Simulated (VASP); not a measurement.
# SiNi (zincblende type) (F-43m) in VASP: further runs, part 2 of 2

VASP 6.6.1.

## (3) Relaxation of cell and atoms, PBE, target pressure 61 GPa, at which the enthalpy is minimised

This run uses another cell than the first one, of 12.44 Å³/atom, 1.073 times its volume.

The input, INCAR:

```
SYSTEM = SiNi
PREC = Accurate ; ENCUT = 600
EDIFF = 1E-6 ; ISMEAR = -1
SIGMA = 0.08 ; LREAL = .FALSE.
LASPH = .TRUE. ; NELM = 100
ALGO = Normal ; ISIF = 3
LWAVE = .FALSE. ; LCHARG = .FALSE.
GGA = PE ; IBRION = 2
NSW = 32 ; EDIFFG = -0.005
PSTRESS = 610.0
```

The input, KPOINTS:

```
regular mesh
0
G
  14 14 14
  0 0 0
```

The input, POSCAR:

```
SiNi
1.0
    0.0000000000      2.3173337945      2.3173337945
    2.3173337945      0.0000000000      2.3173337945
    2.3173337945      2.3173337945      0.0000000000
Ni Si
1 1
Direct
    0.0000000000      0.0000000000      0.0000000000
    0.2500000000      0.2500000000      0.2500000000
```

Potentials or basis: VASP PAW PBE potentials, release 64 (Ni, Si).

The run is started by

```
$ cat potpaw_PBE.64/Ni/POTCAR potpaw_PBE.64/Si/POTCAR > POTCAR
$ mpirun -np 1 vasp_std > vasp.out
```

OUTCAR:

```text
SYSTEM = SiNi
   PREC = Accurate
   ENCUT = 600
   EDIFF = 1E-6
   ISMEAR = -1
   LREAL = .FALSE.
   LASPH = .TRUE.
   NELM = 100
   ISIF = 3
   GGA = PE
   IBRION = 2
   NSW = 32
   EDIFFG = -0.005
   PSTRESS = 610.0

 ion  position               nearest neighbor table
   1  0.000  0.000  0.000-   2 2.01   2 2.01   2 2.01   2 2.01
   2  0.250  0.250  0.250-   1 2.01   1 2.01   1 2.01   1 2.01

  LATTYP: Found a face centered cubic cell.
 ALAT       =     4.6346675890

  Lattice vectors:

 A1 = (   0.0000000000,   2.3173337945,   2.3173337945)
 A2 = (   2.3173337945,   0.0000000000,   2.3173337945)
 A3 = (   2.3173337945,   2.3173337945,   0.0000000000)

Analysis of symmetry for initial positions (statically):
=====================================================================
 Subroutine PRICEL returns:
[... 302 lines left out ...]

 k-point     1 :       0.0000    0.0000    0.0000
  band No.  band energies     occupation
      1      -2.6325      2.00000
      2       5.3083      2.00000
      3       5.3083      2.00000
      4       5.3083      2.00000
      5       6.5891      2.00000
      6       6.5891      2.00000
      7      17.2204      0.00000
      8      17.2204      0.00000
      9      17.2204      0.00000
     10      17.4902      0.00000
     11      17.4902      0.00000
[... 309 lines left out ...]
 k-point    24 :       0.2857    0.1429    0.0000
  band No.  band energies     occupation
      1      -1.1893      2.00000
      2       4.8299      2.00000
      3       5.5463      2.00000
      4       5.5951      2.00000
      5       6.3258      2.00000
      6       6.7586      2.00000
      7      11.1432      0.00000
      8      13.2495      0.00000
      9      14.4549      0.00000
     10      17.1168      0.00000
     11      19.3720      0.00000

 [... further k-points ...]

------------------------ aborting loop because EDIFF is reached ----------------------------------------

  FORCE on cell =-STRESS in cart. coord.  units (eV):
  Direction    XX          YY          ZZ          XY          YZ          ZX
  --------------------------------------------------------------------------------------
  -------------------------------------------------------------------------------------
  Total        9.4677187      9.4677187      9.4677187      0.0000000      0.0000000      0.0000000
  in kB      609.7617068    609.7617068    609.7617068      0.0000000      0.0000000      0.0000000
  external PRESSURE =      -0.2382932 kB  Pullay stress =     610.0000000 kB
[... 21 lines left out ...]
  energy  without entropy=       -9.0858091921  energy(sigma->0) =       -9.09405891

  enthalpy is  TOTEN    =         0.3691099862 eV   P V=        9.4714186231

 reached required accuracy - stopping structural energy minimisation
```

Wall time 33 s (1 thread of Intel Xeon 6975P-C (Granite Rapids), shared host); peak memory 0.19 GiB.

What came out:

```
Free energy                                            : -9.1023 eV
Relaxed volume                                         : 12.44 Å³/atom
Relaxed cell                                           : a = 3.277 Å, b = 3.277 Å, c = 3.277 Å, α = 60.00°, β = 60.00°, γ = 60.00°
Space group after relaxing (to 0.05 Å)                 : F-43m (No. 216)
Energy change on relaxing (the enthalpy is what falls) : +2.2 meV/atom
Ionic steps                                            : 4
Pressure after relaxing                                : 61.0 GPa
Band gap on the k mesh                                 : zero (band 7 reaches 17.22 eV, above the bottom of band 8 at 8.59 eV)
```

The path:
```tsv
step	energy change (eV)	largest force (eV/Å)	pressure (GPa)	volume (Å³)
1	0.0000	0.0000	60.80	24.89
2	0.0216	0.0000	61.55	24.83
3	0.0058	0.0000	61.07	24.87
4	0.0044	0.0000	60.98	24.88
```

Final structure:
```
Ni Si
1.0
     0.00000    2.31698    2.31698
     2.31698    0.00000    2.31698
     2.31698    2.31698    0.00000
Ni Si
1 1
Direct
  0.00000 0.00000 0.00000
  0.25000 0.25000 0.25000
```

Levels at points of the mesh, in eV from the Fermi level:
```
           k point  band 4  band 5  band 6  band 7  band 8  band 9  band 10  band 11
(0.00, 0.00, 0.00)   -4.40   -3.12   -3.12    7.51    7.51    7.51     7.78     7.78
(0.50, 0.00, 0.00)   -4.19   -2.90   -2.90   -2.35    4.25    4.25     8.50     8.84
(0.50, 0.50, 0.00)   -3.25   -3.25   -2.64   -1.68    0.31    0.31     5.69     6.37
```

Caveat: the cell is relaxed towards a set pressure, so the enthalpy falls and the energy may rise. Spin polarisation is off, so any magnetic state and its effect on volume and gap are missing.

## (4) Single point, PBE

This run uses another cell than the first one, of 12.44 Å³/atom, 1.073 times its volume.

The input, INCAR:

```
PREC = Accurate
ENCUT = 520
EDIFF = 1E-7
ISMEAR = -1
SIGMA = 0.08
LREAL = False
LASPH = True
NELM = 60
ALGO = Normal
ISIF = 2
LWAVE = False
LCHARG = False
GGA = PE
NBANDS = 14
```

The input, KPOINTS:

```
Automatic mesh
0
Gamma
  14 14 14
```

POSCAR is that of step 3.

The run is started by

```
$ cat potpaw_PBE.64/Ni/POTCAR potpaw_PBE.64/Si/POTCAR > POTCAR
$ mpirun -np 1 vasp_std > vasp.out
```

Wall time 35 s (1 thread of Intel Xeon Platinum 8259CL at 2.50GHz (Skylake/Cascade Lake), shared host); peak memory 0.16 GiB.

The run converged. Its results:

```yaml
Free_energy: -9.1066 eV
Pressure: 60.9 GPa
Band_gap_on_the_k_mesh: zero (band 7 reaches 17.21 eV, above the bottom of band 8 at 8.59 eV)
```

Levels at points of the mesh, in eV from the Fermi level:
```
           k point  band 5  band 6  band 7  band 8  band 9  band 10
(0.00, 0.00, 0.00)   -3.12   -3.12    7.50    7.50    7.50     7.78
(0.50, 0.00, 0.00)   -2.90   -2.90   -2.35    4.25    4.25     8.50
(0.50, 0.50, 0.00)   -3.24   -2.64   -1.68    0.31    0.31     5.69
```

Spin polarisation is off, so any magnetic state and its effect on volume and gap are missing.

## (5) Single point, PBE

This run uses another cell than the first one, of 12.44 Å³/atom, 1.072 times its volume.

The input, INCAR:

```
SYSTEM = SiNi
  PREC = Accurate
  ENCUT = 520
  EDIFF = 1E-6
  ISMEAR = -1
  SIGMA = 0.08
  LREAL = .FALSE.
  LASPH = .TRUE.
  NELM = 100
  ALGO = Normal
  ISIF = 2
  LWAVE = .FALSE.
  LCHARG = .TRUE.
  GGA = PE
  LELF = .TRUE.
  LVHAR = .TRUE.
  NBANDS = 14
```

The input, KPOINTS:

```
regular mesh
0
G
  14 14 14
  0 0 0
```

The input, POSCAR:

```
SiNi
1.0
    0.0000000000      2.3169420880      2.3169420880
    2.3169420880      0.0000000000      2.3169420880
    2.3169420880      2.3169420880      0.0000000000
Ni Si
1 1
Direct
    0.0000000000      0.0000000000      0.0000000000
    0.2500000000      0.2500000000      0.2500000000
```

The run is started by

```
$ cat potpaw_PBE.64/Ni/POTCAR potpaw_PBE.64/Si/POTCAR > POTCAR
$ mpirun -np 1 vasp_std > vasp.out
```

Wall time 32 s (1 thread of Intel Xeon Platinum 8259CL at 2.50GHz (Skylake/Cascade Lake), shared host); peak memory 0.16 GiB.

It converged, with:

```yaml
Free_energy: -9.1018 eV
Pressure: 61.0 GPa
Band_gap_on_the_k_mesh: zero (band 7 reaches 17.22 eV, above the bottom of band 8 at 8.59 eV)
```

Levels at points of the mesh, in eV from the Fermi level:
| k point | band 5 | band 6 | band 7 | band 8 | band 9 | band 10 |
| --- | --- | --- | --- | --- | --- | --- |
| (0.00, 0.00, 0.00) | -3.12 | -3.12 | 7.51 | 7.51 | 7.51 | 7.78 |
| (0.50, 0.00, 0.00) | -2.90 | -2.90 | -2.35 | 4.25 | 4.25 | 8.50 |
| (0.50, 0.50, 0.00) | -3.25 | -2.64 | -1.68 | 0.31 | 0.31 | 5.69 |

## (6) The runs side by side

| task | cell | cutoff (eV) | gap on the mesh (eV) | pressure (GPa) |
| --- | --- | --- | --- | --- |
| relaxation of cell and atoms | relaxed to 61 GPa from a = 3.202 Å, angles 60.0°, 2 atoms | 600 | none | 61.0 |
| relaxation of cell and atoms | relaxed to 61 GPa from a = 3.277 Å, angles 60.0°, 2 atoms | 600 | none | 61.0 |
| single point | a = 3.277 Å, angles 60.0°, 2 atoms | 520 | none | 61.0 |

Alike in all rows: level PBE; potentials or basis VASP PAW PBE potentials, release 64 (Ni, Si); no spin polarisation; k mesh 14 × 14 × 14; smearing fermi-dirac 0.08 eV.

Caveats: the cell is relaxed towards a set pressure, so the enthalpy falls and the energy may rise (some runs).

Absolute energies hang on the potentials; compare differences alone.
